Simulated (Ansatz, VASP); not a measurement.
**One calculation of MgS, two programs**

File INCAR:

```
PREC = Accurate
ENCUT = 600
EDIFF = 1E-6
ISMEAR = 0
SIGMA = 0.02
LREAL = False
LASPH = True
NELM = 120
ALGO = Normal
ISIF = 2
LWAVE = False
LCHARG = True
GGA = PE
LELF = True
LVHAR = True
NBANDS = 11
GGA_COMPAT = False
```

File KPOINTS:

```
regular mesh
0
Gamma
  8 8 8
```

The input POSCAR:

```
MgS
1.0
    0.0000000000      2.6147886073      2.6147886073
    2.6147886073      0.0000000000      2.6147886073
    2.6147886073      2.6147886073      0.0000000000
Mg S
1 1
Direct
    0.0000000000      0.0000000000      0.0000000000
    0.5000000000      0.5000000000      0.5000000000
```

Input for Ansatz:

```yaml
crystal:
  lattice:
    - [0.0, 2.6147886073, 2.6147886073]
    - [2.6147886073, 0.0, 2.6147886073]
    - [2.6147886073, 2.6147886073, 0.0]
  atoms:
    - { symbol: Mg, position: [0.0, 0.0, 0.0] }
    - { symbol: S, position: [0.5, 0.5, 0.5] }
basis:
  ecutwfc: 420
kpoints:
  mp_grid: { grid: [8, 8, 8] }
  band_path:
    path:
      - [[0.0, 0.0, 0.0], [0.5, 0.0, 0.5], [0.625, 0.25, 0.625]]
      - [[0.375, 0.375, 0.75], [0.0, 0.0, 0.0], [0.5, 0.5, 0.5], [0.5, 0.25, 0.75], [0.5, 0.0, 0.5]]
    npoints: 10
hamiltonian:
  xc: pbe
scf:
  occupations: { method: gaussian, width: 0.02 }
  n_extra_bands: 7
output:
  forces: true
  stress: true
  eigenvalues: true
```

Alike in both runs: task single point; functional PBE; k mesh 8 × 8 × 8; occupations gaussian, width 0.02 eV; no spin polarisation.

|  | VASP | Ansatz |
| --- | --- | --- |
| version | VASP 6.6.1 | Ansatz 0.2.0 |
| potentials or method | VASP PAW PBE potentials, release 64 (Mg, S), cutoff 600 eV | scalar-relativistic, plane waves, PAW |
| valence electrons in the cell | 8 | 16 |

Ansatz gave:

* gap on the k mesh at the Fermi level (eV): 2.76
* least direct gap on the mesh (eV): 3.60
* pressure (GPa): 0.0

Q: Which values does VASP return?

A: gap on the k mesh at the Fermi level (eV): 2.74; least direct gap on the mesh (eV): 3.59; pressure (GPa): -0.3.

The functional is the same, so the differences come from potentials, cutoffs and numerics. VASP's potentials hold 8 valence electrons a cell and Ansatz's 16, so a difference there can come from the potentials and not from the codes.
